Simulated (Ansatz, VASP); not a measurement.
**W: VASP beside Ansatz**

Contents of INCAR:

```
ALGO = Fast ; EDIFF = 1E-6
ENCUT = 520 ; GGA = PE
ISIF = 2 ; ISMEAR = 0
LASPH = T ; LCHARG = F
LREAL = F ; LWAVE = F
NBANDS = 21 ; NELM = 60
PREC = Accurate ; SIGMA = 0.1
```

The input KPOINTS:

```
k-points
0
Gamma
  16 16 16
```

The input POSCAR:

```
W
1.0
    3.0880562595      0.0000000000      0.0000000000
    0.0000000000      3.0880562595      0.0000000000
    0.0000000000      0.0000000000      3.0880562595
W
2
Direct
    0.0000000000      0.0000000000      0.0000000000
    0.5000000000      0.5000000000      0.5000000000
```

Input for Ansatz:

```yaml
crystal:
  lattice:
    - [3.0880562595, 0.0, 0.0]
    - [0.0, 3.0880562595, 0.0]
    - [0.0, 0.0, 3.0880562595]
  atoms:
    - { symbol: W, position: [0.0, 0.0, 0.0] }
    - { symbol: W, position: [0.5, 0.5, 0.5] }
basis:
  ecutwfc: 420
kpoints:
  mp_grid: { grid: [16, 16, 16] }
hamiltonian:
  xc: pbe
scf:
  occupations: { method: gaussian, width: 0.1 }
output:
  forces: true
  stress: true
  eigenvalues: true
```

Change from the starting cell: equal strain along all axes, cell held, atoms relaxed: -3.0 %.

Alike in both runs: task single point; functional PBE; k mesh 16 × 16 × 16; occupations gaussian, width 0.1 eV; no spin polarisation.

|  | VASP | Ansatz |
| --- | --- | --- |
| version | VASP 6.6.1 | Ansatz 0.2.0 |
| potentials or method | VASP PAW PBE potentials, release 64 (W_sv), cutoff 520 eV | scalar-relativistic, plane waves, PAW |
| valence electrons in the cell | 28 | 28 |

|  | VASP | Ansatz | Ansatz less VASP |
| --- | --- | --- | --- |
| gap on the k mesh at the Fermi level (eV) | none | none | - |
| pressure (GPa) | 34.5 | 33.5 | -1.00 |

A gap of «none» marks a metal or a gap that the smearing closes. Both programs put the cell under a high pressure, so it lies far from rest at this level.

Spin-orbit coupling is off throughout.
